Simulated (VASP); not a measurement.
# Cu (I4/mmm) in VASP: further runs

Runs on Cu. Level: r2SCAN. Tasks: single point.

All numbers are computed with VASP 6.6.1; they aren't measurements. Logs are shortened: lines on timing, memory, paths and dates and some standing lists are left out, and cuts for length are marked.

### 1 The cell of the first run

Symmetry: I4/mmm, No. 139, tetragonal system. Conventional cell: a = 2.342 Å, b = 2.342 Å, c = 4.306 Å, α = 90.00°, β = 90.00°, γ = 90.00°. Within 3.1 Å of Cu (site symmetry 4/mmm) lie 12 Cu at 2.34 to 2.72 Å.

### 2 Single point, r2SCAN

Input file POSCAR:

```
Cu
1.0
    0.0000000000      1.6561405412      2.1529827035
    1.6561405412      0.0000000000      2.1529827035
    1.6561405412      1.6561405412      0.0000000000
Cu
1
Direct
    0.0000000000      0.0000000000      0.0000000000
```

Input file INCAR.step1:

```
ALGO     = Normal         # electronic algorithm
EDIFF    = 1E-4           # SCF threshold, eV
ENCUT    = 520            # plane-wave cutoff, eV
GGA      = PE             # functional
ISMEAR   = 0              # smearing method
LASPH    = True           # aspherical terms in the spheres
LCHARG   = False          # write CHGCAR
LREAL    = False          # projectors in reciprocal space
LWAVE    = True           # write WAVECAR
NBANDS   = 12             # bands
NELM     = 100            # most SCF steps
PREC     = Accurate       # precision mode
SIGMA    = 0.15           # smearing width, eV
```

Input file INCAR.step2:

```
ALGO     = Normal         # electronic algorithm
EDIFF    = 1E-6           # SCF threshold, eV
ENCUT    = 520            # plane-wave cutoff, eV
ISIF     = 2              # what is computed and relaxed
ISMEAR   = 0              # smearing method
ISTART   = 1            
LASPH    = True           # aspherical terms in the spheres
LCHARG   = False          # write CHGCAR
LMIXTAU  = True         
LREAL    = False          # projectors in reciprocal space
LWAVE    = False          # write WAVECAR
METAGGA  = R2SCAN         # meta-GGA
NBANDS   = 12             # bands
NELM     = 100            # most SCF steps
PREC     = Accurate       # precision mode
SIGMA    = 0.15           # smearing width, eV
```

Input file KPOINTS:

```
k-points
0
Gamma
  24 24 24
```

Potentials or basis: VASP PAW PBE potentials, release 64 (Cu).

On the command line:

```sh
cat potpaw_PBE.64/Cu/POTCAR > POTCAR
cp INCAR.step1 INCAR
mpirun -np 1 vasp_std > vasp.out
cp INCAR.step2 INCAR
mpirun -np 1 vasp_std > vasp.out
```

OUTCAR:

```text
EDIFF = 1E-6
   ENCUT = 520
   ISIF = 2
   ISMEAR = 0
   ISTART = 1
   LASPH = True
   LREAL = False
   METAGGA = R2SCAN
   NELM = 100
   PREC = Accurate

 ion  position               nearest neighbor table
   1  0.000  0.000  0.000-

  LATTYP: Found a body centered tetragonal cell.
 ALAT       =     2.3421364146
 C/A-ratio  =     1.8384776310

  Lattice vectors:

 A1 = (  -1.6561405412,   0.0000000000,   2.1529827035)
 A2 = (   1.6561405412,   0.0000000000,   2.1529827035)
 A3 = (   0.0000000000,   1.6561405412,  -2.1529827035)

Analysis of symmetry for initial positions (statically):
=====================================================================
 Subroutine PRICEL returns:
 Original cell was already a primitive cell.

 Routine SETGRP: Setting up the symmetry group for a
 body centered tetragonal supercell.

 Subroutine GETGRP returns: Found 16 space group operations
 (whereof 16 operations were pure point group operations)
 out of a pool of 16 trial point group operations.

The static configuration has the point symmetry D_4h.

Analysis of symmetry for dynamics (positions and initial velocities):
=====================================================================
 Subroutine PRICEL returns:
 Original cell was already a primitive cell.

 Routine SETGRP: Setting up the symmetry group for a
 body centered tetragonal supercell.

 Subroutine GETGRP returns: Found 16 space group operations
 (whereof 16 operations were pure point group operations)
 out of a pool of 16 trial point group operations.

The dynamic configuration has the point symmetry D_4h.

 Subroutine INISYM returns: Found 16 space group operations
 (whereof 16 operations are pure point group operations),
 and found     1 'primitive' translations

----------------------------------------------------------------------------------------

                                     Primitive cell

  volume of cell :      11.8104

  direct lattice vectors                    reciprocal lattice vectors
     0.000000000  1.656140541  2.152982704    -0.301906745  0.301906745  0.232235958
     1.656140541  0.000000000  2.152982704     0.301906745 -0.301906745  0.232235958
     1.656140541  1.656140541  0.000000000     0.301906745  0.301906745 -0.232235958

  length of vectors
     2.716272448  2.716272448  2.342136415     0.486033852  0.486033852  0.486033852

  position of ions in fractional coordinates (direct lattice)
     0.000000000  0.000000000  0.000000000

  ion indices of the primitive-cell ions
   primitive index   ion index
                 1           1

----------------------------------------------------------------------------------------

 KPOINTS: k-points

Automatic generation of k-mesh.
 Grid dimensions read from file:
 generate k-points for:   24   24   24

 Generating k-lattice:

  Cartesian coordinates                     Fractional coordinates (reciprocal lattice)
    -0.012579448  0.012579448  0.009676498     0.041666667  0.000000000  0.000000000
     0.012579448 -0.012579448  0.009676498     0.000000000  0.041666667  0.000000000
     0.012579448  0.012579448 -0.009676498     0.000000000  0.000000000  0.041666667

  Length of vectors
     0.020251411  0.020251411  0.020251411

  Shift w.r.t. Gamma in fractional coordinates (k-lattice)
     0.000000000  0.000000000  0.000000000

 Subroutine IBZKPT returns following result:
 ===========================================

 Found   1063 irreducible k-points:

 Following reciprocal coordinates:
            Coordinates               Weight
  0.000000  0.000000  0.000000      1.000000
  0.041667 -0.000000  0.000000      8.000000
  0.083333  0.000000  0.000000      8.000000
  0.125000 -0.000000  0.000000      8.000000
  0.166667 -0.000000  0.000000      8.000000
  0.208333  0.000000  0.000000      8.000000
[... 16 lines left out ...]
  0.416667  0.041667  0.000000      8.000000
  0.458333  0.041667  0.000000      8.000000
 [... further k-points ...]
   k-points           NKPTS =   1063   k-points in BZ     NKDIM =   1063   number of bands    NBANDS=     12
   number of dos      NEDOS =    301   number of ions     NIONS =      1
   total plane-waves  NPLWV =   7200
   dimension x,y,z NGX =    20 NGY =   20 NGZ =   18
   dimension x,y,z NGXF=    40 NGYF=   40 NGZF=   36
   ions per type =               1
   NGX,Y,Z   is equivalent  to a cutoff of  12.24, 12.24, 12.78 a.u.
   NGXF,Y,Z  is equivalent  to a cutoff of  24.48, 24.48, 25.55 a.u.
 SYSTEM =  unknown system
   PREC   = accura    normal or accurate (medium, high low for compatibility)
   ISTART =      1    job   : 0-new  1-cont  2-samecut
   ICHARG =      0    charge: 1-file 2-atom 10-const
   ISPIN  =      1    spin polarized calculation?
   LNONCOLLINEAR =      F non collinear calculations
   LSORBIT =      F    spin-orbit coupling
   LASPH  =      T    aspherical Exc in radial PAW
   ENCUT  =  520.0 eV  38.22 Ry    6.18 a.u.   5.05  5.05  4.35*2*pi/ulx,y,z
   NELM   =    100;   NELMIN=  2; NELMDL=  0     # of ELM steps
   EDIFF  = 0.1E-05   stopping-criterion for ELM
   LREAL  =      F    real-space projection
[... 7 lines left out ...]
   TEBEG  =    0.0;   TEEND  =   0.0 temperature during run
   PSTRESS=    0.0 pullay stress
   NELECT =      11.0000    total number of electrons
   NUPDOWN=      -1.0000    fix difference up-down
   EMIN   =  10.00;   EMAX   =-10.00  energy-range for DOS
   EFERMI =   0.00;   METHOD = LEGACY
   ISMEAR =     0;   SIGMA  =   0.15  broadening in eV -4-tet -1-fermi 0-gaus
   EFERMI_NEDOS =   21; number of points for ismear=-14 and -15
   IALGO  =     38    algorithm
   IMIX   =      4    mixing-type and parameters
     AMIX     =   0.40;   BMIX     =  1.00
     AMIX_MAG =   1.60;   BMIX_MAG =  1.00
  volume/ion in A,a.u.               =      11.81        79.70
  Fermi-wavevector in a.u.,A,eV,Ry     =   1.598763  3.021224 34.777078  2.556043
  Thomas-Fermi vector in A             =   2.696162
   LORBIT       =      0    0 simple, 1 ext, 2 COOP (PROOUT), +10 PAW based schemes
   METAGGA = R2SCAN    functional components
   LHFCALC =     F    Hartree Fock is set to
   AEXX    =    0.0000 exact exchange contribution
   IVDW    =     0    specifies the selected vdW correction
   LEPSILON=     F    determine dielectric tensor
   LRPA    =     F    only Hartree local field effects (RPA)
 non-spin polarized calculation
 Gauss-broadening in eV      SIGMA  =   0.15
  energy-cutoff  :      520.00
  volume of cell :       11.81
 maximum number of plane-waves:       337
   NGX = 11   NGY = 11   NGZ =  9

 number of electron      11.0000005 magnetization

 Free energy of the ion-electron system (eV)
  ---------------------------------------------------
  ext. energy  EPLUGINS =         0.00000000
  ---------------------------------------------------
  free energy    TOTEN  =       -10.66766108 eV

  energy without entropy =      -10.66381006  energy(sigma->0) =      -10.66573557

 E-fermi :   7.3799     XC(G=0): -13.7213

 val. band max:        7.3723214767   @ k =  -0.4583   0.3750   0.0833
 cond. band min:       7.3930023174   @ k =   0.4583   0.0833   0.3333
 fundamental gap:      0.0206808406
 Fermi energy:         7.3798935872

 k-point     1 :       0.0000    0.0000    0.0000
  band No.  band energies     occupation
      1      -2.2412      2.00000
      2       3.3446      2.00000
      3       4.2228      2.00000
      4       4.8439      2.00000
      5       4.8440      2.00000
      6       5.6392      2.00000
      7      30.6473      0.00000
      8      32.1436      0.00000
      9      34.6094      0.00000
     10      34.7817      0.00000
     11      34.7822      0.00000
     12      35.5380      0.00000

 k-point     2 :       0.0417   -0.0000    0.0000
  band No.  band energies     occupation
      1      -2.1732      2.00000
      2       3.3596      2.00000
      3       4.2298      2.00000
      4       4.8250      2.00000
      5       4.8531      2.00000
      6       5.6257      2.00000
      7      30.3743      0.00000
      8      31.7223      0.00000
      9      33.6341      0.00000
     10      34.5515      0.00000
     11      34.6595      0.00000
     12      35.4847      0.00000

 k-point     3 :       0.0833    0.0000    0.0000
  band No.  band energies     occupation
      1      -1.9707      2.00000
      2       3.4022      2.00000
      3       4.2488      2.00000
      4       4.7745      2.00000
      5       4.8798      2.00000
      6       5.5868      2.00000
      7      29.5644      0.00000
      8      30.2839      0.00000
      9      32.6054      0.00000
     10      34.0191      0.00000
     11      34.4036      0.00000
     12      36.2926      0.00000
[... 286 lines left out ...]
 k-point    23 :       0.4167    0.0417    0.0000
  band No.  band energies     occupation
      1       1.9744      2.00000
      2       3.6143      2.00000
      3       4.8534      2.00000
      4       5.0261      2.00000
      5       5.5071      2.00000
      6       5.6827      2.00000
      7      14.3348      0.00000
      8      23.0452      0.00000
      9      29.7761      0.00000
     10      33.7244      0.00000
     11      33.7894      0.00000
     12      40.4512      0.00000

 k-point    24 :       0.4583    0.0417    0.0000
  band No.  band energies     occupation
      1       2.1701      2.00000
      2       3.5966      2.00000
      3       4.8011      2.00000
      4       5.4621      2.00000
      5       5.5330      2.00000
      6       6.1334      2.00000
      7      12.8681      0.00000
      8      22.7843      0.00000
      9      29.5510      0.00000
     10      33.7553      0.00000
     11      34.3369      0.00000
     12      39.4979      0.00000

 [... further k-points ...]

------------------------ aborting loop because EDIFF is reached ----------------------------------------

  FORCE on cell =-STRESS in cart. coord.  units (eV):
  Direction    XX          YY          ZZ          XY          YZ          ZX
  --------------------------------------------------------------------------------------
  -------------------------------------------------------------------------------------
  Total        0.7929917      0.7929917     -1.3695421      0.0000000     -0.0000000      0.0000000
  in kB      107.5757344    107.5757344   -185.7894542      0.0000000     -0.0000000      0.0000000
  external PRESSURE =       9.7873382 kB  Pullay stress =       0.0000000 kB

 VOLUME and BASIS-vectors are now :
 -----------------------------------------------------------------------------
  energy-cutoff  :      520.00
  volume of cell :       11.81
      direct lattice vectors                 reciprocal lattice vectors
     0.000000000  1.656140541  2.152982704    -0.301906745  0.301906745  0.232235958
     1.656140541  0.000000000  2.152982704     0.301906745 -0.301906745  0.232235958
     1.656140541  1.656140541  0.000000000     0.301906745  0.301906745 -0.232235958

 POSITION                                       TOTAL-FORCE (eV/Angst)
 -----------------------------------------------------------------------------------
      0.00000      0.00000      0.00000         0.000000      0.000000      0.000000
 -----------------------------------------------------------------------------------
    total drift:                                0.000000     -0.000000      0.000000

  FREE ENERGIE OF THE ION-ELECTRON SYSTEM (eV)
  ---------------------------------------------------
  free  energy   TOTEN  =       -10.6676610809 eV

  energy  without entropy=      -10.6638100579  energy(sigma->0) =      -10.66573557
```

It took 7.5 min on 1 thread of Intel Xeon Platinum 8259CL at 2.50GHz (Skylake/Cascade Lake), shared host; peak memory 0.25 GiB.

Results:

```yaml
Free_energy: -10.6677 eV
Pressure: 1.0 GPa
```

Caveat: the PAW data sets were made with another functional, which shifts forces and pressure a little.

### 3 Single point, r2SCAN

This run uses another cell than the first one, of the same volume but with other edges.

Input file POSCAR:

```
Cu
1.0
    0.0000000000      1.8584420788      1.7097667125
    1.8584420788      0.0000000000      1.7097667125
    1.8584420788      1.8584420788      0.0000000000
Cu
1
Direct
    0.0000000000      0.0000000000      0.0000000000
```

Input file INCAR.step1:

```
SYSTEM = Cu
PREC = Accurate ; ENCUT = 520
ISMEAR = 0 ; SIGMA = 0.15
LREAL = .False. ; LASPH = .True.
NELM = 100 ; NBANDS = 12
GGA = PE ; ALGO = Normal
EDIFF = 1E-4 ; LWAVE = .True.
LCHARG = .False.
```

Input file INCAR.step2:

```
SYSTEM = Cu
PREC = Accurate ; ENCUT = 520
EDIFF = 1E-6 ; ISMEAR = 0
SIGMA = 0.15 ; LREAL = .False.
LASPH = .True. ; NELM = 100
ALGO = Normal ; ISIF = 2
LWAVE = .False. ; LCHARG = .False.
METAGGA = R2SCAN ; LMIXTAU = .True.
NBANDS = 12 ; ISTART = 1
```

Input file KPOINTS:

```
regular mesh
0
Gamma
  24 24 24
  0 0 0
```

Potentials or basis: VASP PAW PBE potentials, release 64 (Cu).

On the command line:

```sh
cat potpaw_PBE.64/Cu/POTCAR > POTCAR
cp INCAR.step1 INCAR
mpirun -np 1 vasp_std > vasp.out
cp INCAR.step2 INCAR
mpirun -np 1 vasp_std > vasp.out
```

OUTCAR:

```text
SYSTEM = Cu
   PREC = Accurate
   ENCUT = 520
   EDIFF = 1E-6
   ISMEAR = 0
   LREAL = .False.
   LASPH = .True.
   NELM = 100
   ISIF = 2
   METAGGA = R2SCAN
   ISTART = 1

 ion  position               nearest neighbor table
   1  0.000  0.000  0.000-

  LATTYP: Found a body centered tetragonal cell.
 ALAT       =     2.6282339927
 C/A-ratio  =     1.3010764774

  Lattice vectors:

 A1 = (   0.0000000000,  -1.8584420788,  -1.7097667125)
 A2 = (   0.0000000000,   1.8584420788,  -1.7097667125)
[... 540 lines left out ...]

 [... further k-points ...]

------------------------ aborting loop because EDIFF is reached ----------------------------------------

  FORCE on cell =-STRESS in cart. coord.  units (eV):
  Direction    XX          YY          ZZ          XY          YZ          ZX
  --------------------------------------------------------------------------------------
  -------------------------------------------------------------------------------------
  Total       -0.3868957     -0.3868957     -0.1510210      0.0000000      0.0000000      0.0000000
  in kB      -52.4855220    -52.4855220    -20.4872132      0.0000000      0.0000000      0.0000000
  external PRESSURE =     -41.8194191 kB  Pullay stress =       0.0000000 kB

 VOLUME and BASIS-vectors are now :
 -----------------------------------------------------------------------------
  energy-cutoff  :      520.00
  volume of cell :       11.81
      direct lattice vectors                 reciprocal lattice vectors
     0.000000000  1.858442079  1.709766713    -0.269042552  0.269042552  0.292437557
     1.858442079  0.000000000  1.709766713     0.269042552 -0.269042552  0.292437557
     1.858442079  1.858442079  0.000000000     0.269042552  0.269042552 -0.292437557

 POSITION                                       TOTAL-FORCE (eV/Angst)
 -----------------------------------------------------------------------------------
      0.00000      0.00000      0.00000         0.000000     -0.000000     -0.000000
 -----------------------------------------------------------------------------------
    total drift:                                0.000000      0.000000      0.000000

  FREE ENERGIE OF THE ION-ELECTRON SYSTEM (eV)
  ---------------------------------------------------
  free  energy   TOTEN  =       -10.8171257806 eV

  energy  without entropy=      -10.8139271470  energy(sigma->0) =      -10.81552646
```

Wall time 8.1 min (1 thread of Intel Xeon Platinum 8259CL at 2.50GHz (Skylake/Cascade Lake), shared host); peak memory 0.25 GiB.

What came out:

| Item | Value |
| --- | --- |
| Free energy | -10.8171 eV |
| Pressure | -4.2 GPa |

Stress tensor (GPa, compression positive):
```
-5.25  0.00  0.00
 0.00 -5.25  0.00
 0.00  0.00 -2.05
```

Caveat: the PAW data sets were made with another functional, which shifts forces and pressure a little.

(Part 1 of 2 ends here.)
